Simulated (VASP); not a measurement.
# MgNb2O4: single point with PBE

MgNb2O4:

```
Mg Nb O
1.0
    11.02038    0.00000    0.00000
     0.00000    2.99843    0.00000
     0.00000    0.00000    5.08785
Mg Nb O
2 4 8
Direct
  0.50000 0.00000 0.00000
  0.00000 0.00000 0.00000
  0.25000 0.50000 0.16211
  0.25000 0.00000 0.65469
  0.75000 0.00000 0.34531
  0.75000 0.50000 0.83789
  0.36701 0.00000 0.31326
  0.13299 0.00000 0.31326
  0.12521 0.50000 0.84001
  0.37479 0.50000 0.84001
  0.62521 0.50000 0.15999
  0.87479 0.50000 0.15999
  0.63299 0.00000 0.68674
  0.86701 0.00000 0.68674
```

```json
{
 "Program": "VASP 6.6.1",
 "Task": "single point",
 "Functional": "PBE",
 "Potentials or basis": "VASP PAW PBE potentials, release 64 (Mg, Nb_sv, O)",
 "Cutoff": "520 eV",
 "k mesh": "4 × 10 × 6",
 "Occupations": "gaussian, width 0.02 eV",
 "Spin": "no spin polarisation",
 "Dipole correction": "no",
 "Further INCAR settings": "ALGO = Normal; EDIFF = 1e-07; NBANDS = 65"
}
```

```
Pressure               : -8.3 GPa
Largest force          : 0.019 eV/Å
Band gap on the k mesh : 1.07 eV (least direct gap 1.32 eV)
```

Forces on the atoms (eV/Å):
```
Mg   0.000  0.000  0.000
Mg   0.000  0.000  0.000
Nb   0.000  0.000  0.002
Nb   0.000  0.000  0.002
Nb   0.000  0.000 -0.002
Nb   0.000  0.000 -0.002
O    0.007  0.000 -0.017
O   -0.007  0.000 -0.017
O   -0.014  0.000  0.013
O    0.014  0.000  0.013
O   -0.014  0.000 -0.013
O    0.014  0.000 -0.013
O   -0.007  0.000  0.017
O    0.007  0.000  0.017
```

Levels at points of the mesh, in eV from the valence-band top:
| k point | band 49 | band 50 | band 51 | band 52 | band 53 | band 54 | band 55 | band 56 |
| --- | --- | --- | --- | --- | --- | --- | --- | --- |
| (0.00, 0.00, 0.00) | -1.57 | -1.21 | -0.52 | 0.00 | 1.32 | 1.40 | 1.69 | 1.77 |
| (0.50, 0.00, 0.00) | -1.36 | -1.36 | -0.21 | -0.21 | 1.36 | 1.36 | 1.73 | 1.73 |
| (0.00, 0.50, 0.00) | -1.29 | -1.27 | -1.04 | -1.00 | 1.84 | 1.91 | 2.11 | 2.19 |
| (0.50, 0.50, 0.00) | -1.27 | -1.27 | -1.02 | -1.02 | 1.86 | 1.86 | 2.13 | 2.13 |
| (0.00, 0.00, 0.50) | -1.75 | -1.53 | -0.89 | -0.78 | 1.51 | 1.60 | 1.87 | 1.93 |
| (0.50, 0.00, 0.50) | -1.63 | -1.63 | -0.84 | -0.84 | 1.56 | 1.56 | 1.90 | 1.90 |
| (0.00, 0.50, 0.50) | -1.44 | -1.29 | -1.26 | -0.95 | 1.82 | 2.37 | 2.81 | 2.88 |
| (0.50, 0.50, 0.50) | -1.37 | -1.37 | -1.10 | -1.10 | 2.06 | 2.06 | 2.83 | 2.83 |

Wall time 24 min on 1 thread of Oxide Virtual Turin-like Processor, on a shared host, peak memory 0.64 GiB.

Caveat: the cell stands under tension. A k mesh can miss the band edges.
